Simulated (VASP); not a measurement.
A run of VASP 6.6.1 is set up as follows.

The input INCAR:

```
SYSTEM = ZnS
ALGO = Normal ; EDIFF = 1E-7
ENCUT = 520 ; GGA = PE
ISIF = 2 ; ISMEAR = 0
LASPH = .TRUE. ; LCHARG = .FALSE.
LREAL = .FALSE. ; LWAVE = .FALSE.
NBANDS = 16 ; NELM = 80
PREC = Accurate ; SIGMA = 0.02
```

KPOINTS

```
k-points
0
G
  10 10 10
  0 0 0
```

POSCAR

```
ZnS
1.0
    0.0000000000      2.7748569521      2.7748569521
    2.7748569521      0.0000000000      2.7748569521
    2.7748569521      2.7748569521      0.0000000000
Zn S
1 1
Direct
    0.2500000000      0.2500000000      0.2500000000
    0.0000000000      0.0000000000      0.0000000000
```

Potentials or basis: VASP PAW PBE potentials, release 64 (Zn, S).

The run is started by

```sh
$ cat potpaw_PBE.64/Zn/POTCAR potpaw_PBE.64/S/POTCAR > POTCAR
$ mpirun -np 1 vasp_std > vasp.out
```

Problem. Predict the band gap on the k mesh.

Solution. 1.77 eV, direct.

Problem. What does it give for the pressure?

Solution. -3.4 GPa.
